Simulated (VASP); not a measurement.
# TaWC2 (R-3m) in VASP: single point with LDA

Aim: the single point of TaWC2 with LDA.

Everything below comes from runs of VASP 6.6.1. Logs are shortened: lines on timing, memory, paths and dates and some standing lists are left out, and cuts for length are marked.

### 1 The cell of the first run

The structure is trigonal, space group R-3m (No. 166). Conventional cell: a = 3.144 Å, b = 3.144 Å, c = 15.305 Å, α = 90.00°, β = 90.00°, γ = 120.00°. Within 2.9 Å of Ta (site symmetry -3m) lie 6 C at 2.23 Å. Within 2.9 Å of W (site symmetry -3m) lie 6 C at 2.21 Å. Within 2.9 Å of C (site symmetry 3m) lie 3 W at 2.21 Å and 3 Ta at 2.23 Å.

### 2 Single point, LDA

File INCAR:

```
SYSTEM = TaWC2
PREC = Accurate ; ENCUT = 520
EDIFF = 1E-6 ; ISMEAR = 0
SIGMA = 0.02 ; LREAL = .FALSE.
LASPH = .TRUE. ; NELM = 80
ALGO = Normal ; ISIF = 2
LWAVE = .FALSE. ; LCHARG = .FALSE.
GGA = CA ; NBANDS = 24
```

File KPOINTS:

```
Automatic mesh
0
G
  9 9 9
  0 0 0
```

File POSCAR:

```
TaWC2
1.0
    1.5718550000      0.9075110000      5.1016200000
   -1.5718550000      0.9075110000      5.1016200000
    0.0000000000     -1.8150220000      5.1016200000
Ta W C
1 1 2
Direct
    0.5000000000      0.5000000000      0.5000000000
    0.0000000000      0.0000000000      0.0000000000
    0.7490670000      0.7490670000      0.7490670000
    0.2509330000      0.2509330000      0.2509330000
```

Potentials or basis: VASP PAW LDA potentials, release 64 (Ta_pv, W_sv, C).

The run is started by

```bash
$ cat potpaw_LDA.64/Ta_pv/POTCAR potpaw_LDA.64/W_sv/POTCAR potpaw_LDA.64/C/POTCAR > POTCAR
$ mpirun -np 1 vasp_std > vasp.out
```

OUTCAR:

```text
SYSTEM = TaWC2
   PREC = Accurate
   ENCUT = 520
   EDIFF = 1E-6
   ISMEAR = 0
   LREAL = .FALSE.
   LASPH = .TRUE.
   NELM = 80
   ISIF = 2
   GGA = CA

 ion  position               nearest neighbor table
   1  0.500  0.500  0.500-   4 2.23   4 2.23   3 2.23   3 2.23   4 2.23   3 2.23   2 3.13   2 3.13
                             2 3.13   2 3.13   2 3.13   2 3.13
   2  0.000  0.000  0.000-   3 2.21   3 2.21   4 2.21   4 2.21   3 2.21   4 2.21   1 3.13   1 3.13
                             1 3.13   1 3.13   1 3.13   1 3.13
   3  0.749  0.749  0.749-   2 2.21   2 2.21   2 2.21   1 2.23   1 2.23   1 2.23
   4  0.251  0.251  0.251-   2 2.21   2 2.21   2 2.21   1 2.23   1 2.23   1 2.23

  LATTYP: Found a trigonal (rhomboedric) cell.
 ALAT       =     5.4148712801
 COS(alpha) =     0.8314694082

  Lattice vectors:

 A1 = (   1.5718550000,   0.9075110000,   5.1016200000)
 A2 = (  -1.5718550000,   0.9075110000,   5.1016200000)
 A3 = (   0.0000000000,  -1.8150220000,   5.1016200000)

Analysis of symmetry for initial positions (statically):
=====================================================================
 Subroutine PRICEL returns:
 Original cell was already a primitive cell.

 Routine SETGRP: Setting up the symmetry group for a
 trigonal (rhombohedral) supercell.

 Subroutine GETGRP returns: Found 12 space group operations
 (whereof 12 operations were pure point group operations)
 out of a pool of 12 trial point group operations.

The static configuration has the point symmetry D_3d.

Analysis of symmetry for dynamics (positions and initial velocities):
=====================================================================
 Subroutine PRICEL returns:
 Original cell was already a primitive cell.

 Routine SETGRP: Setting up the symmetry group for a
 trigonal (rhombohedral) supercell.

 Subroutine GETGRP returns: Found 12 space group operations
 (whereof 12 operations were pure point group operations)
 out of a pool of 12 trial point group operations.

The dynamic configuration has the point symmetry D_3d.

 Subroutine INISYM returns: Found 12 space group operations
 (whereof 12 operations are pure point group operations),
 and found     1 'primitive' translations

----------------------------------------------------------------------------------------

                                     Primitive cell

  volume of cell :      43.6640

  direct lattice vectors                    reciprocal lattice vectors
     1.571855000  0.907511000  5.101620000     0.318095499  0.183652503  0.065338722
[... 93 lines left out ...]
   NSW    =      0    number of steps for IOM
   IBRION =     -1    ionic relax: 0-MD 1-quasi-New 2-CG
   NFREE  =      0    steps in history (QN), initial steepest desc. (CG)
   ISIF   =      2    stress and relaxation
   ISYM   =      2    0-nonsym 1-usesym 2-fastsym
   POTIM  = 0.5000    time-step for ionic-motion
   TEBEG  =    0.0;   TEEND  =   0.0 temperature during run
   PSTRESS=    0.0 pullay stress
   NELECT =      33.0000    total number of electrons
   NUPDOWN=      -1.0000    fix difference up-down
   EMIN   =  10.00;   EMAX   =-10.00  energy-range for DOS
   EFERMI =   0.00;   METHOD = LEGACY
   ISMEAR =     0;   SIGMA  =   0.02  broadening in eV -4-tet -1-fermi 0-gaus
   EFERMI_NEDOS =   21; number of points for ismear=-14 and -15
   IALGO  =     38    algorithm
   IMIX   =      4    mixing-type and parameters
     AMIX     =   0.40;   BMIX     =  1.00
     AMIX_MAG =   1.60;   BMIX_MAG =  1.00
  volume/ion in A,a.u.               =      10.92        73.66
  Fermi-wavevector in a.u.,A,eV,Ry     =   1.491208  2.817975 30.255294  2.223701
  Thomas-Fermi vector in A             =   2.603892
   LORBIT       =      0    0 simple, 1 ext, 2 COOP (PROOUT), +10 PAW based schemes
   GGA     = CA    functional components
   LHFCALC =     F    Hartree Fock is set to
   AEXX    =    0.0000 exact exchange contribution
   IVDW    =     0    specifies the selected vdW correction
   LEPSILON=     F    determine dielectric tensor
   LRPA    =     F    only Hartree local field effects (RPA)
 non-spin polarized calculation
 Gauss-broadening in eV      SIGMA  =   0.02
  energy-cutoff  :      520.00
  volume of cell :       43.66
 maximum number of plane-waves:      1190
   NGX = 21   NGY = 21   NGZ = 21

 number of electron      33.0000000 magnetization

 Free energy of the ion-electron system (eV)
  ---------------------------------------------------
  ext. energy  EPLUGINS =         0.00000000
  ---------------------------------------------------
  free energy    TOTEN  =       -48.05892649 eV

  energy without entropy =      -48.05828390  energy(sigma->0) =      -48.05860520

 E-fermi :  10.1852     XC(G=0): -13.5744

 val. band max:       10.1811442900   @ k =   0.3333  -0.0000  -0.0000
 cond. band min:      10.2040576380   @ k =  -0.3333   0.3333   0.1111
 fundamental gap:      0.0229133479
 Fermi energy:        10.1852339460

 k-point     1 :       0.0000    0.0000    0.0000
  band No.  band energies     occupation
      1     -64.7306      2.00000
      2     -29.2378      2.00000
      3     -29.0671      2.00000
      4     -29.0671      2.00000
      5     -25.3139      2.00000
      6     -24.9558      2.00000
[... 637 lines left out ...]
     23      15.9026      0.00000
     24      16.2529      0.00000

 [... further k-points ...]

------------------------ aborting loop because EDIFF is reached ----------------------------------------

  FORCE on cell =-STRESS in cart. coord.  units (eV):
  Direction    XX          YY          ZZ          XY          YZ          ZX
  --------------------------------------------------------------------------------------
  -------------------------------------------------------------------------------------
  Total       -4.3252885     -4.3252894     -3.5453124      0.0000000     -0.0000000      0.0000000
  in kB     -158.7091358   -158.7091682   -130.0892342      0.0000000     -0.0000000      0.0000000
  external PRESSURE =    -149.1691794 kB  Pullay stress =       0.0000000 kB

 VOLUME and BASIS-vectors are now :
 -----------------------------------------------------------------------------
  energy-cutoff  :      520.00
  volume of cell :       43.66
      direct lattice vectors                 reciprocal lattice vectors
     1.571855000  0.907511000  5.101620000     0.318095499  0.183652503  0.065338722
    -1.571855000  0.907511000  5.101620000    -0.318095499  0.183652503  0.065338722
     0.000000000 -1.815022000  5.101620000     0.000000000 -0.367305006  0.065338722

 POSITION                                       TOTAL-FORCE (eV/Angst)
 -----------------------------------------------------------------------------------
      0.00000      0.00000      7.65243         0.000000      0.000000      0.000000
      0.00000      0.00000      0.00000        -0.000000      0.000000     -0.000000
      0.00000      0.00000     11.46437        -0.000000      0.000000     -0.180744
      0.00000      0.00000      3.84049        -0.000000      0.000000      0.180744
 -----------------------------------------------------------------------------------
    total drift:                                0.000000      0.000000      0.000000

  FREE ENERGIE OF THE ION-ELECTRON SYSTEM (eV)
  ---------------------------------------------------
  free  energy   TOTEN  =       -48.0589264855 eV

  energy  without entropy=      -48.0582839048  energy(sigma->0) =      -48.05860520
```

Wall time 4.9 min (1 thread of AMD EPYC 7R13, shared host); peak memory 0.23 GiB.

What came out:

```
Free energy   : -48.0589 eV
Pressure      : -14.9 GPa
Largest force : 0.181 eV/Å
```

Forces on the atoms (eV/Å):
```
Ta   0.000  0.000  0.000
W    0.000  0.000  0.000
C    0.000  0.000 -0.181
C    0.000  0.000  0.181
```

Stress tensor (GPa, compression positive):
```
-15.87   0.00   0.00
  0.00 -15.87   0.00
  0.00   0.00 -13.01
```

Caveat: spin-orbit coupling is left out, which moves the levels of the heavy elements.
